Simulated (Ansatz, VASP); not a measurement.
**BW3: VASP beside Ansatz**

```
B W
1.0
     3.82697    0.00000    0.00000
     0.00000    3.82697    0.00000
     0.00000    0.00000    3.82697
B W
1 3
Direct
  0.00000 0.00000 0.00000
  0.00000 0.50000 0.50000
  0.50000 0.00000 0.50000
  0.50000 0.50000 0.00000
```

Alike in both runs: functional PBE; k mesh 12 × 12 × 12; occupations gaussian, width 0.1 eV; no spin polarisation.

Ansatz relaxed the structure, and its values are those at the end. VASP's run is a single point on that final structure, the one shown.

|  | VASP | Ansatz |
| --- | --- | --- |
| version | VASP 6.6.1 | Ansatz 0.2.0 |
| potentials or method | VASP PAW PBE potentials, release 64 (B, W_sv), cutoff 520 eV | scalar-relativistic, plane waves, PAW |
| valence electrons in the cell | 45 | 45 |

|  | VASP | Ansatz | Ansatz less VASP |
| --- | --- | --- | --- |
| gap on the k mesh at the Fermi level (eV) | none | none | - |
| pressure (GPa) | 0.7 | 0.0 | -0.65 |

A gap of «none» marks a metal or a gap that the smearing closes.

Spin-orbit coupling is off throughout.
